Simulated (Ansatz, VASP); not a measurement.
## GaN in VASP and in Ansatz

```
Ga N
1.0
     0.00000    1.99250    1.93273
     1.99250    0.00000    1.93273
     1.99250    1.99250    0.00000
Ga N
1 1
Direct
  0.50000 0.50000 0.50000
  0.00000 0.00000 0.00000
```

Change from the starting cell: zz strain of -3 %.

Alike in both runs: task single point; functional PBEsol; k mesh 13 × 13 × 13; occupations fermi-dirac, width 0.02 eV; no spin polarisation.

```csv
,VASP,Ansatz
version,VASP 6.6.1,Ansatz 0.2.0
potentials or method,"VASP PAW PBE potentials, release 64 (Ga_d, N), cutoff 520 eV","all-electron LAPW, scalar-relativistic"
```

```tsv
	VASP	Ansatz	Ansatz less VASP
gap on the k mesh at the Fermi level (eV)	1.75	1.77	+0.015
pressure (GPa)	75.4	74.7	-0.65
traceless stress, the component that is largest in VASP (GPa)	11.91	12.10	+0.196
```

VASP's potentials were made for PBE, not for PBEsol. Both programs put the cell under a high pressure, so it lies far from rest at this level. Ansatz ran all-electron here, and VASP with PAW potentials.

Noted on VASP's run: the cell as given lies far from equilibrium.
